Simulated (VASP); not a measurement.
# AgBr (Fm-3m) in VASP: settings compared

Aim: see how the results for AgBr move with the level of theory and the settings. Levels: BLYP+D4, BLYP+D3(BJ). Tasks: single point, relaxation of cell and atoms.

All numbers are computed with VASP 6.6.1; they aren't measurements. Logs are shortened: lines on timing, memory, paths and dates and some standing lists are left out, and cuts for length are marked.

### 1 The cell of the first run

It takes space group Fm-3m (No. 225, cubic). Conventional cell: a = 5.789 Å, b = 5.789 Å, c = 5.789 Å, α = 90.00°, β = 90.00°, γ = 90.00°. Ag (site symmetry m-3m) has 6 Br at 2.89 Å within 3.8 Å. Br (site symmetry m-3m) has 6 Ag at 2.89 Å within 3.8 Å.

### 2 Single point, BLYP+D4

Contents of INCAR:

```
PREC     = Accurate       # precision mode
ENCUT    = 500            # plane-wave cutoff, eV
EDIFF    = 1E-6           # SCF threshold, eV
ISMEAR   = -1             # smearing method
SIGMA    = 0.05           # smearing width, eV
LREAL    = F              # projectors in reciprocal space
LASPH    = T              # aspherical terms in the spheres
NELM     = 120            # most SCF steps
ALGO     = Normal         # electronic algorithm
ISIF     = 2              # what is computed and relaxed
LWAVE    = F              # write WAVECAR
LCHARG   = F              # write CHGCAR
GGA      = B5             # functional
ALDAX    = 1.0          
AGGAX    = 1.0          
AGGAC    = 1.0          
ALDAC    = 0.0          
IVDW     = 13             # dispersion correction
VDW_S6   = 1.0          
VDW_S8   = 2.34076671   
VDW_A1   = 0.44488865   
VDW_A2   = 4.0933009    
NBANDS   = 16             # bands
GGA_COMPAT= F
```

Contents of KPOINTS:

```
regular mesh
0
Gamma
  8 8 8
```

Contents of POSCAR:

```
AgBr
1.0
    0.0000000000      2.8945218828      2.8945218828
    2.8945218828      0.0000000000      2.8945218828
    2.8945218828      2.8945218828      0.0000000000
Ag Br
1 1
Direct
    0.0000000000      0.0000000000      0.0000000000
    0.5000000000      0.5000000000      0.5000000000
```

Potentials or basis: VASP PAW PBE potentials, release 64 (Ag, Br).

Started as:

```
> cat potpaw_PBE.64/Ag/POTCAR potpaw_PBE.64/Br/POTCAR > POTCAR
> mpirun -np 1 vasp_std > vasp.out
```

OUTCAR:

```text
PREC = Accurate
   ENCUT = 500
   EDIFF = 1E-6
   ISMEAR = -1
   LREAL = F
   LASPH = T
   NELM = 120
   ISIF = 2
   GGA = B5
   IVDW = 13

 ion  position               nearest neighbor table
   1  0.000  0.000  0.000-   2 2.89   2 2.89   2 2.89   2 2.89   2 2.89   2 2.89
   2  0.500  0.500  0.500-   1 2.89   1 2.89   1 2.89   1 2.89   1 2.89   1 2.89

  LATTYP: Found a face centered cubic cell.
 ALAT       =     5.7890437656

  Lattice vectors:

 A1 = (   0.0000000000,   2.8945218828,   2.8945218828)
 A2 = (   2.8945218828,   0.0000000000,   2.8945218828)
 A3 = (   2.8945218828,   2.8945218828,   0.0000000000)

Analysis of symmetry for initial positions (statically):
=====================================================================
 Subroutine PRICEL returns:
 Original cell was already a primitive cell.

 Routine SETGRP: Setting up the symmetry group for a
 face centered cubic supercell.

 Subroutine GETGRP returns: Found 48 space group operations
 (whereof 48 operations were pure point group operations)
 out of a pool of 48 trial point group operations.

The static configuration has the point symmetry O_h .

Analysis of symmetry for dynamics (positions and initial velocities):
=====================================================================
 Subroutine PRICEL returns:
 Original cell was already a primitive cell.

 Routine SETGRP: Setting up the symmetry group for a
 face centered cubic supercell.

 Subroutine GETGRP returns: Found 48 space group operations
 (whereof 48 operations were pure point group operations)
 out of a pool of 48 trial point group operations.

The dynamic configuration has the point symmetry O_h .

 Subroutine INISYM returns: Found 48 space group operations
 (whereof 48 operations are pure point group operations),
 and found     1 'primitive' translations

----------------------------------------------------------------------------------------

                                     Primitive cell

  volume of cell :      48.5021

  direct lattice vectors                    reciprocal lattice vectors
     0.000000000  2.894521883  2.894521883    -0.172740100  0.172740100  0.172740100
     2.894521883  0.000000000  2.894521883     0.172740100 -0.172740100  0.172740100
     2.894521883  2.894521883  0.000000000     0.172740100  0.172740100 -0.172740100

  length of vectors
     4.093472103  4.093472103  4.093472103     0.299194630  0.299194630  0.299194630

  position of ions in fractional coordinates (direct lattice)
     0.000000000  0.000000000  0.000000000
     0.500000000  0.500000000  0.500000000

  ion indices of the primitive-cell ions
   primitive index   ion index
                 1           1
                 2           2

----------------------------------------------------------------------------------------

 KPOINTS: regular mesh

Automatic generation of k-mesh.
 Grid dimensions read from file:
 generate k-points for:    8    8    8

 Generating k-lattice:

  Cartesian coordinates                     Fractional coordinates (reciprocal lattice)
    -0.021592513  0.021592513  0.021592513     0.125000000  0.000000000  0.000000000
     0.021592513 -0.021592513  0.021592513     0.000000000  0.125000000  0.000000000
     0.021592513  0.021592513 -0.021592513     0.000000000  0.000000000  0.125000000

  Length of vectors
     0.037399329  0.037399329  0.037399329

  Shift w.r.t. Gamma in fractional coordinates (k-lattice)
     0.000000000  0.000000000  0.000000000

 Subroutine IBZKPT returns following result:
 ===========================================

 Found     29 irreducible k-points:

 Following reciprocal coordinates:
            Coordinates               Weight
  0.000000  0.000000  0.000000      1.000000
  0.125000  0.000000  0.000000      8.000000
  0.250000  0.000000  0.000000      8.000000
  0.375000  0.000000  0.000000      8.000000
  0.500000  0.000000  0.000000      4.000000
  0.125000  0.125000  0.000000      6.000000
[... 16 lines left out ...]
  0.500000  0.250000  0.125000     48.000000
 -0.375000  0.250000  0.125000     24.000000
 [... further k-points ...]
   k-points           NKPTS =     29   k-points in BZ     NKDIM =     29   number of bands    NBANDS=     16
   number of dos      NEDOS =    301   number of ions     NIONS =      2
   total plane-waves  NPLWV =  27000
   dimension x,y,z NGX =    30 NGY =   30 NGZ =   30
   dimension x,y,z NGXF=    60 NGYF=   60 NGZF=   60
   ions per type =               1   1
   NGX,Y,Z   is equivalent  to a cutoff of  12.18, 12.18, 12.18 a.u.
   NGXF,Y,Z  is equivalent  to a cutoff of  24.37, 24.37, 24.37 a.u.
 SYSTEM =  unknown system
   PREC   = accura    normal or accurate (medium, high low for compatibility)
   ISTART =      0    job   : 0-new  1-cont  2-samecut
   ICHARG =      2    charge: 1-file 2-atom 10-const
   ISPIN  =      1    spin polarized calculation?
   LNONCOLLINEAR =      F non collinear calculations
   LSORBIT =      F    spin-orbit coupling
   LASPH  =      T    aspherical Exc in radial PAW
   ENCUT  =  500.0 eV  36.75 Ry    6.06 a.u.   7.46  7.46  7.46*2*pi/ulx,y,z
   NELM   =    120;   NELMIN=  2; NELMDL= -5     # of ELM steps
   EDIFF  = 0.1E-05   stopping-criterion for ELM
   LREAL  =      F    real-space projection
   EDIFFG = 0.1E-04   stopping-criterion for IOM
   NSW    =      0    number of steps for IOM
   IBRION =     -1    ionic relax: 0-MD 1-quasi-New 2-CG
   NFREE  =      0    steps in history (QN), initial steepest desc. (CG)
   ISIF   =      2    stress and relaxation
   ISYM   =      2    0-nonsym 1-usesym 2-fastsym
   POTIM  = 0.5000    time-step for ionic-motion
   TEBEG  =    0.0;   TEEND  =   0.0 temperature during run
   PSTRESS=    0.0 pullay stress
   NELECT =      18.0000    total number of electrons
   NUPDOWN=      -1.0000    fix difference up-down
   EMIN   =  10.00;   EMAX   =-10.00  energy-range for DOS
   EFERMI =   0.00;   METHOD = LEGACY
   ISMEAR =    -1;   SIGMA  =   0.05  broadening in eV -4-tet -1-fermi 0-gaus
   EFERMI_NEDOS =   21; number of points for ismear=-14 and -15
   IALGO  =     38    algorithm
   IMIX   =      4    mixing-type and parameters
     AMIX     =   0.40;   BMIX     =  1.00
     AMIX_MAG =   1.60;   BMIX_MAG =  1.00
  volume/ion in A,a.u.               =      24.25       163.65
  Fermi-wavevector in a.u.,A,eV,Ry     =   1.176465  2.223196 18.831398  1.384069
  Thomas-Fermi vector in A             =   2.312828
   LORBIT       =      0    0 simple, 1 ext, 2 COOP (PROOUT), +10 PAW based schemes
   GGA     = B5    functional components
   LHFCALC =     F    Hartree Fock is set to
   AEXX    =    0.0000 exact exchange contribution
   IVDW    =    13    specifies the selected vdW correction
   LEPSILON=     F    determine dielectric tensor
   LRPA    =     F    only Hartree local field effects (RPA)
 non-spin polarized calculation
  energy-cutoff  :      500.00
  volume of cell :       48.50
 maximum number of plane-waves:      1249
 NGX is ok and might be reduce to    30
   NGX = 15   NGY = 15   NGZ = 15

 number of electron      18.0000004 magnetization

 Free energy of the ion-electron system (eV)
  ---------------------------------------------------
  ext. energy  EPLUGINS =         0.00000000
  ---------------------------------------------------
  free energy    TOTEN  =        -4.19422304 eV

  energy without entropy =       -4.19421423  energy(sigma->0) =       -4.19421864

 E-fermi :   4.1252     XC(G=0):  -9.2169

 val. band max:        3.6768049112   @ k =   0.5000   0.0000   0.0000
 cond. band min:       4.4237949894   @ k =   0.0000   0.0000   0.0000
 fundamental gap:      0.7469900782
 Fermi energy:         4.1252070386

 k-point     1 :       0.0000    0.0000    0.0000
  band No.  band energies     occupation
      1     -11.2105      2.00000
      2       0.9541      2.00000
      3       0.9541      2.00000
      4       0.9544      2.00000
      5       0.9544      2.00000
      6       0.9544      2.00000
[... 8 lines left out ...]
     15      15.3131      0.00000
     16      15.3131      0.00000

 k-point     2 :       0.1250    0.0000    0.0000
  band No.  band energies     occupation
      1     -11.1550      2.00000
      2       0.5911      2.00000
      3       0.5911      2.00000
      4       0.6563      2.00000
      5       0.9937      2.00000
      6       0.9937      2.00000
[... 8 lines left out ...]
     15      14.6772      0.00000
     16      15.1148      0.00000

 k-point     3 :       0.2500    0.0000    0.0000
  band No.  band energies     occupation
      1     -11.0156      2.00000
      2      -0.2673      2.00000
      3       0.1052      2.00000
      4       0.1052      2.00000
      5       1.0909      2.00000
      6       1.0909      2.00000
[... 8 lines left out ...]
     15      15.1718      0.00000
     16      15.1718      0.00000

 k-point     4 :       0.3750    0.0000    0.0000
  band No.  band energies     occupation
      1     -10.8675      2.00000
      2      -1.0378      2.00000
      3      -0.2233      2.00000
      4      -0.2233      2.00000
      5       1.1914      2.00000
      6       1.1914      2.00000
[... 8 lines left out ...]
     15      16.1979      0.00000
     16      16.1979      0.00000
[... 324 lines left out ...]
 k-point    22 :       0.3750    0.2500    0.1250
  band No.  band energies     occupation
      1     -10.9284      2.00000
      2      -0.6620      2.00000
      3       0.0553      2.00000
      4       0.4356      2.00000
      5       1.0486      2.00000
      6       1.1730      2.00000
[... 8 lines left out ...]
     15      17.1939      0.00000
     16      17.7140      0.00000

 k-point    23 :       0.5000    0.2500    0.1250
  band No.  band energies     occupation
      1     -10.8212      2.00000
      2      -0.8528      2.00000
      3      -0.2159      2.00000
      4       0.0735      2.00000
      5       1.1324      2.00000
      6       1.2394      2.00000
[... 8 lines left out ...]
     15      17.4713      0.00000
     16      17.7577      0.00000

 k-point    24 :      -0.3750    0.2500    0.1250
  band No.  band energies     occupation
      1     -10.7754      2.00000
      2      -0.9092      2.00000
      3      -0.2223      2.00000
      4      -0.2148      2.00000
      5       1.1907      2.00000
      6       1.2418      2.00000
[... 8 lines left out ...]
     15      16.3012      0.00000
     16      18.0297      0.00000

 [... further k-points ...]

------------------------ aborting loop because EDIFF is reached ----------------------------------------

  DFT-D4 for vdW energy calculation

  Edisp (eV):   -1.39570

  FORCE on cell =-STRESS in cart. coord.  units (eV):
  Direction    XX          YY          ZZ          XY          YZ          ZX
  --------------------------------------------------------------------------------------
  -------------------------------------------------------------------------------------
  Total       0.01394     0.01394     0.01394     0.00000    -0.00000     0.00000
  in kB       0.46036     0.46036     0.46036     0.00000    -0.00000     0.00000
  external pressure =        0.46 kB  Pullay stress =        0.00 kB

 VOLUME and BASIS-vectors are now :
 -----------------------------------------------------------------------------
  energy-cutoff  :      500.00
  volume of cell :       48.50
      direct lattice vectors                 reciprocal lattice vectors
     0.000000000  2.894521883  2.894521883    -0.172740100  0.172740100  0.172740100
     2.894521883  0.000000000  2.894521883     0.172740100 -0.172740100  0.172740100
     2.894521883  2.894521883  0.000000000     0.172740100  0.172740100 -0.172740100

 POSITION                                       TOTAL-FORCE (eV/Angst)
 -----------------------------------------------------------------------------------
      0.00000      0.00000      0.00000        -0.000000      0.000000     -0.000000
      2.89452      2.89452      2.89452         0.000000     -0.000000      0.000000
 -----------------------------------------------------------------------------------
    total drift:                               -0.000000      0.000000      0.000000

  FREE ENERGIE OF THE ION-ELECTRON SYSTEM (eV)
  ---------------------------------------------------
  free  energy   TOTEN  =        -5.5899191059 eV

  energy  without entropy=       -5.5899103007  energy(sigma->0) =       -5.58991470
```

Wall time 68 s (1 thread of AMD EPYC 7R13, shared host); peak memory 0.15 GiB.

Results:

```yaml
Free_energy: -5.5899 eV
Pressure: 0.0 GPa
Band_gap_on_the_k_mesh: 0.75 eV, indirect (least direct gap 2.56 eV)
Dispersion_energy_per_atom: -0.698 eV
```

Levels at points of the mesh, in eV from the valence-band top:
```csv
k point,band 5,band 6,band 7,band 8,band 9,band 10,band 11,band 12,band 13,band 14
"(0.00, 0.00, 0.00)",-2.72,-2.72,-1.81,-1.81,-1.81,0.75,10.11,10.11,10.11,11.63
"(0.50, 0.00, 0.00)",-2.44,-2.44,-2.11,0.00,0.00,4.01,6.36,6.89,6.89,12.56
"(0.50, 0.50, 0.00)",-2.66,-2.58,-2.35,-2.35,-2.26,1.63,7.39,9.13,10.95,10.95
```

Caveat: the PAW data sets were made with another functional, which shifts forces and pressure a little. A hybrid or GW would open this gap; BLYP tends to underestimate it.

### 3 Relaxation of cell and atoms, BLYP+D3(BJ)

This run uses another cell than the first one, of 23.64 Å³/atom, 0.975 times its volume.

Contents of INCAR:

```
  PREC = Accurate
  ENCUT = 500
  EDIFF = 1E-7
  ISMEAR = -1
  SIGMA = 0.05
  LREAL = False
  LASPH = True
  NELM = 120
  ALGO = Normal
  ISIF = 3
  LWAVE = False
  LCHARG = False
  GGA = B5
  ALDAX = 1.0
  AGGAX = 1.0
  AGGAC = 1.0
  ALDAC = 0.0
  IVDW = 12
  VDW_S6 = 1.0
  VDW_S8 = 2.6996
  VDW_A1 = 0.4298
  VDW_A2 = 4.2359
  IBRION = 2
  NSW = 60
  EDIFFG = -0.01
  GGA_COMPAT = False
  NELMIN = 4
```

Contents of KPOINTS:

```
Automatic mesh
0
Gamma
  8 8 8
```

Contents of POSCAR:

```
AgBr
1.0
    0.0000000000      2.8701500000      2.8701500000
    2.8701500000      0.0000000000      2.8701500000
    2.8701500000      2.8701500000      0.0000000000
Ag Br
1 1
Direct
    0.0000000000      0.0000000000      0.0000000000
    0.5000000000      0.5000000000      0.5000000000
```

Potentials or basis: VASP PAW PBE potentials, release 64 (Ag, Br).

Started as:

```
> cat potpaw_PBE.64/Ag/POTCAR potpaw_PBE.64/Br/POTCAR > POTCAR
> mpirun -np 1 vasp_std > vasp.out
```

Run time: 2 min. Hardware: 1 thread of AMD EPYC 7R13, shared host; peak memory 0.16 GiB.

It converged, with:

```
Free energy                            : -5.7969 eV
Relaxed volume                         : 23.83 Å³/atom
Relaxed cell                           : a = 4.069 Å, b = 4.069 Å, c = 4.069 Å, α = 60.00°, β = 60.00°, γ = 60.00°
Space group after relaxing (to 0.05 Å) : Fm-3m (No. 225)
Energy gained by relaxing              : 0.2 meV/atom
Ionic steps                            : 2
Pressure after relaxing                : 0.0 GPa
Band gap on the k mesh                 : 0.75 eV, indirect (least direct gap 2.62 eV)
Dispersion energy per atom             : -0.815 eV
```

The path:
| step | energy change (eV) | largest force (eV/Å) | pressure (GPa) | volume (Å³) |
| --- | --- | --- | --- | --- |
| 1 | 0.0000 | 0.0000 | 0.36 | 47.29 |
| 2 | -0.0004 | 0.0000 | -0.01 | 47.65 |

Final structure:
```
Ag Br
1.0
     0.00000    2.87750    2.87750
     2.87750    0.00000    2.87750
     2.87750    2.87750    0.00000
Ag Br
1 1
Cartesian
  0.0000 2.8775 2.8775
  2.8775 2.8775 2.8775
```

Levels at points of the mesh, in eV from the valence-band top:
```
           k point  band 6  band 7  band 8  band 9  band 10  band 11  band 12  band 13
(0.00, 0.00, 0.00)   -2.79   -1.88   -1.88   -1.88     0.75    10.11    10.11    10.11
(0.50, 0.00, 0.00)   -2.50   -2.16    0.00    0.00     3.97     6.46     6.86     6.86
(0.50, 0.50, 0.00)   -2.64   -2.40   -2.40   -2.30     1.59     7.36     9.20    11.04
```

Caveat: the PAW data sets were made with another functional, which shifts forces and pressure a little.
